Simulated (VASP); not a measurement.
# HfB2 (P6/mmm) in VASP: relaxation of the atoms with r2SCAN

Aim: the relaxation of the atoms of HfB2 with r2SCAN.

All numbers are computed with VASP 6.6.1; they aren't measurements. Logs are shortened: lines on timing, memory, paths and dates and some standing lists are left out, and cuts for length are marked.

## Step 1: The cell of the first run

The structure is hexagonal, space group P6/mmm (No. 191). The conventional cell has a = 3.156 Å, b = 3.156 Å, c = 3.505 Å, α = 90.00°, β = 90.00°, γ = 120.00°. Hf (site symmetry 6/mmm) has 12 B at 2.53 Å and 6 Hf at 3.16 Å within 3.3 Å. Within 2.4 Å of B (site symmetry -6m2) lie 3 B at 1.82 Å.

## Step 2: Relaxation of the atoms, r2SCAN

File POSCAR:

```
HfB2
1.0
    3.1563923700      0.0000000000      0.0000000000
   -1.5781961900      2.7335159800      0.0000000000
    0.0000000000      0.0000000000      3.5051155300
Hf B
1 2
Direct
    0.0000000000      0.0000000000      0.0000000000
    0.3333333300      0.6666666700      0.5000000000
    0.6666666700      0.3333333300      0.5000000000
```

File INCAR.step1:

```
  ALGO = Normal
  EDIFF = 1E-5
  EDIFFG = -0.01
  ENCUT = 500
  GGA = PE
  GGA_COMPAT = F
  IBRION = 2
  ISMEAR = -1
  LASPH = T
  LCHARG = F
  LREAL = F
  LWAVE = T
  NELM = 120
  NELMIN = 4
  NSW = 100
  PREC = Accurate
  SIGMA = 0.1
```

File INCAR.step2:

```
  ALGO = Normal
  EDIFF = 1E-7
  EDIFFG = -0.01
  ENCUT = 500
  GGA_COMPAT = F
  IBRION = 2
  ISIF = 2
  ISMEAR = -1
  ISTART = 1
  LASPH = T
  LCHARG = F
  LMIXTAU = T
  LREAL = F
  LWAVE = F
  METAGGA = R2SCAN
  NELM = 120
  NELMIN = 4
  NSW = 50
  PREC = Accurate
  SIGMA = 0.1
```

File KPOINTS:

```
k-points
0
Gamma
  12 12 10
```

Potentials or basis: VASP PAW PBE potentials, release 64 (Hf_pv, B).

Launch:

```
$ cat potpaw_PBE.64/Hf_pv/POTCAR potpaw_PBE.64/B/POTCAR > POTCAR
$ cp INCAR.step1 INCAR
$ mpirun -np 1 vasp_std > vasp.out
$ cp INCAR.step2 INCAR
$ mpirun -np 1 vasp_std > vasp.out
```

OUTCAR:

```text
EDIFF = 1E-7
   EDIFFG = -0.01
   ENCUT = 500
   IBRION = 2
   ISIF = 2
   ISMEAR = -1
   ISTART = 1
   LASPH = T
   LREAL = F
   METAGGA = R2SCAN
   NELM = 120
   NELMIN = 4
   NSW = 50
   PREC = Accurate

 ion  position               nearest neighbor table
   1  0.000  0.000  0.000-   2 2.53   3 2.53   2 2.53   3 2.53   3 2.53   3 2.53   2 2.53   2 2.53
                             3 2.53   3 2.53   2 2.53   2 2.53
   2  0.333  0.667  0.500-   3 1.82   3 1.82   3 1.82   1 2.53   1 2.53   1 2.53   1 2.53   1 2.53
                             1 2.53
   3  0.667  0.333  0.500-   2 1.82   2 1.82   2 1.82   1 2.53   1 2.53   1 2.53   1 2.53   1 2.53
                             1 2.53

  LATTYP: Found a hexagonal cell.
 ALAT       =     3.1563923700
 C/A-ratio  =     1.1104815622

  Lattice vectors:

 A1 = (   3.1563923700,   0.0000000000,   0.0000000000)
 A2 = (  -1.5781961900,   2.7335159800,   0.0000000000)
 A3 = (   0.0000000000,   0.0000000000,   3.5051155300)

Analysis of symmetry for initial positions (statically):
=====================================================================
 Subroutine PRICEL returns:
 Original cell was already a primitive cell.

 Routine SETGRP: Setting up the symmetry group for a
 hexagonal supercell.

 Subroutine GETGRP returns: Found 24 space group operations
 (whereof 24 operations were pure point group operations)
 out of a pool of 24 trial point group operations.

The static configuration has the point symmetry D_6h.

Analysis of symmetry for dynamics (positions and initial velocities):
=====================================================================
 Subroutine PRICEL returns:
 Original cell was already a primitive cell.

 Routine SETGRP: Setting up the symmetry group for a
 hexagonal supercell.

 Subroutine GETGRP returns: Found 24 space group operations
 (whereof 24 operations were pure point group operations)
 out of a pool of 24 trial point group operations.

The dynamic configuration has the point symmetry D_6h.

 Subroutine INISYM returns: Found 24 space group operations
 (whereof 24 operations are pure point group operations),
 and found     1 'primitive' translations

----------------------------------------------------------------------------------------

                                     Primitive cell

  volume of cell :      30.2423

  direct lattice vectors                    reciprocal lattice vectors
[... 100 lines left out ...]
   NELECT =      16.0000    total number of electrons
   NUPDOWN=      -1.0000    fix difference up-down
   EMIN   =  10.00;   EMAX   =-10.00  energy-range for DOS
   EFERMI =   0.00;   METHOD = LEGACY
   ISMEAR =    -1;   SIGMA  =   0.10  broadening in eV -4-tet -1-fermi 0-gaus
   EFERMI_NEDOS =   21; number of points for ismear=-14 and -15
   IALGO  =     38    algorithm
   IMIX   =      4    mixing-type and parameters
     AMIX     =   0.40;   BMIX     =  1.00
     AMIX_MAG =   1.60;   BMIX_MAG =  1.00
  volume/ion in A,a.u.               =      10.08        68.03
  Fermi-wavevector in a.u.,A,eV,Ry     =   1.324067  2.502123 23.853088  1.753152
  Thomas-Fermi vector in A             =   2.453629
   LORBIT       =      0    0 simple, 1 ext, 2 COOP (PROOUT), +10 PAW based schemes
   METAGGA = R2SCAN    functional components
   LHFCALC =     F    Hartree Fock is set to
   AEXX    =    0.0000 exact exchange contribution
   IVDW    =     0    specifies the selected vdW correction
   LEPSILON=     F    determine dielectric tensor
   LRPA    =     F    only Hartree local field effects (RPA)
 conjugate gradient relaxation of ions
 non-spin polarized calculation
  energy-cutoff  :      500.00
  volume of cell :       30.24
 maximum number of plane-waves:       786
 NGX is ok and might be reduce to    24
   NGX = 11   NGY = 11   NGZ = 13

 number of electron      15.9999998 magnetization

 Free energy of the ion-electron system (eV)
  ---------------------------------------------------
  ext. energy  EPLUGINS =         0.00000000
  ---------------------------------------------------
  free energy    TOTEN  =       -63.08397578 eV

  energy without entropy =      -63.07558678  energy(sigma->0) =      -63.07978128

 E-fermi :   7.6932     XC(G=0): -13.4544

 val. band max:        7.5827069542   @ k =   0.1667   0.1667   0.2000
 cond. band min:       7.7504604973   @ k =   0.0833   0.0833   0.3000
 fundamental gap:      0.1677535431
 Fermi energy:         7.6932364314

 k-point     1 :       0.0000    0.0000    0.0000
  band No.  band energies     occupation
      1     -24.3636      2.00000
      2     -23.8710      2.00000
      3     -23.8710      2.00000
      4      -6.9927      2.00000
      5       4.4815      2.00000
      6       4.5066      2.00000
      7       4.5803      2.00000
      8       4.5803      2.00000
      9      11.7220      0.00000
     10      11.7220      0.00000
     11      12.4031      0.00000
     12      12.4031      0.00000
[... 331 lines left out ...]
 k-point    24 :       0.3333   -0.0000    0.1000
  band No.  band energies     occupation
      1     -24.4325      2.00000
      2     -24.2879      2.00000
      3     -23.9967      2.00000
      4      -4.6810      2.00000
      5       0.1925      2.00000
      6       3.4203      2.00000
      7       3.9885      2.00000
      8       5.1214      2.00000
      9       9.8566      0.00000
     10      10.7086      0.00000
     11      11.1020      0.00000
     12      12.6171      0.00000

 [... further k-points ...]

------------------------ aborting loop because EDIFF is reached ----------------------------------------

  FORCE on cell =-STRESS in cart. coord.  units (eV):
  Direction    XX          YY          ZZ          XY          YZ          ZX
  --------------------------------------------------------------------------------------
  -------------------------------------------------------------------------------------
  Total       -1.0837411     -1.0837411     -0.9870678      0.0000000     -0.0000000     -0.0000000
  in kB      -57.4144461    -57.4144463    -52.2928898      0.0000001     -0.0000000     -0.0000000
  external PRESSURE =     -55.7072608 kB  Pullay stress =       0.0000000 kB

 VOLUME and BASIS-vectors are now :
 -----------------------------------------------------------------------------
  energy-cutoff  :      500.00
  volume of cell :       30.24
      direct lattice vectors                 reciprocal lattice vectors
     3.156392370  0.000000000  0.000000000     0.316817392  0.182914607  0.000000000
    -1.578196190  2.733515980  0.000000000     0.000000000  0.365829213  0.000000000
     0.000000000  0.000000000  3.505115530     0.000000000  0.000000000  0.285297301

 POSITION                                       TOTAL-FORCE (eV/Angst)
 -----------------------------------------------------------------------------------
      0.00000      0.00000      0.00000        -0.000000      0.000000      0.000000
     -0.00000      1.82234      1.75256        -0.000000      0.000000      0.000000
      1.57820      0.91117      1.75256         0.000000     -0.000000     -0.000000
 -----------------------------------------------------------------------------------
    total drift:                                0.000000     -0.000000     -0.000000

  FREE ENERGIE OF THE ION-ELECTRON SYSTEM (eV)
  ---------------------------------------------------
  free  energy   TOTEN  =       -63.0839757816 eV

  energy  without entropy=      -63.0755867751  energy(sigma->0) =      -63.07978128

 reached required accuracy - stopping structural energy minimisation
```

OUTCAR.step1:

```text
EDIFF = 1E-5
   EDIFFG = -0.01
   ENCUT = 500
   GGA = PE
   IBRION = 2
   ISMEAR = -1
   LASPH = T
   LREAL = F
   NELM = 120
[... 590 lines left out ...]
     -0.00000      1.82234      1.75256         0.000000      0.000000      0.000000
      1.57820      0.91117      1.75256        -0.000000      0.000000     -0.000000
 -----------------------------------------------------------------------------------
    total drift:                                0.000000     -0.000000     -0.000000

  FREE ENERGIE OF THE ION-ELECTRON SYSTEM (eV)
  ---------------------------------------------------
  free  energy   TOTEN  =       -26.4025442489 eV

  energy  without entropy=      -26.3939716457  energy(sigma->0) =      -26.39825795

 reached required accuracy - stopping structural energy minimisation
```

OSZICAR.step1:

```text
N       E                     dE             d eps       ncg     rms          rms(c)
DAV:   1     0.273484669620E+02    0.27348E+02   -0.82339E+03  2752   0.123E+03
DAV:   2    -0.269866400609E+02   -0.54335E+02   -0.50755E+02  3400   0.233E+02
DAV:   3    -0.287512688347E+02   -0.17646E+01   -0.17455E+01  3616   0.321E+01
DAV:   4    -0.287649081302E+02   -0.13639E-01   -0.13630E-01  3328   0.314E+00
DAV:   5    -0.287650614580E+02   -0.15333E-03   -0.15328E-03  3544   0.263E-01    0.509E+01
DAV:   6    -0.265097947408E+02    0.22553E+01   -0.52868E+00  3328   0.149E+01    0.375E+01
DAV:   7    -0.264690135548E+02    0.40781E-01   -0.16447E+00  3428   0.871E+00    0.118E+01
DAV:   8    -0.264076416944E+02    0.61372E-01   -0.45815E-01  3236   0.468E+00    0.178E+00
DAV:   9    -0.264026248964E+02    0.50168E-02   -0.35045E-02  3188   0.142E+00    0.261E-01
DAV:  10    -0.264025452604E+02    0.79636E-04   -0.95682E-04  3388   0.272E-01    0.363E-01
DAV:  11    -0.264025485598E+02   -0.32994E-05   -0.10361E-04  3352   0.825E-02    0.186E-01
DAV:  12    -0.264025442489E+02    0.43108E-05   -0.84457E-06  2004   0.273E-02
   1 F= -.26402544E+02 E0= -.26398258E+02  d E =-.264025E+02
```

It took 1.8 min on 1 thread of AMD EPYC 9R45 (Zen 5), shared host; peak memory 0.15 GiB.

What came out:

```yaml
Free_energy: -63.0840 eV
Pressure_after_relaxing: -5.6 GPa
Band_gap_on_the_k_mesh: zero (bands 8 and 9 overlap by 1.41 eV)
```

Stress tensor (GPa, compression positive):
```
-5.74  0.00  0.00
 0.00 -5.74  0.00
 0.00  0.00 -5.23
```

Final structure:
```cif
data_structure
_symmetry_space_group_name_H-M 'P 1'
_symmetry_Int_Tables_number 1
_cell_length_a 3.1564
_cell_length_b 3.1564
_cell_length_c 3.5051
_cell_angle_alpha 90.000
_cell_angle_beta 90.000
_cell_angle_gamma 120.000
_cell_volume 30.24
loop_
_atom_site_label
_atom_site_type_symbol
_atom_site_fract_x
_atom_site_fract_y
_atom_site_fract_z
_atom_site_occupancy
Hf1 Hf 0.00000 0.00000 0.00000 1
B1 B 0.33333 0.66667 0.50000 1
B2 B 0.66667 0.33333 0.50000 1
```

Caveat: the PAW data sets were made with another functional, which shifts forces and pressure a little; spin-orbit coupling is left out, which moves the levels of the heavy elements.

The gap in the log of VASP goes by the Fermi energy; the results here count the filled bands.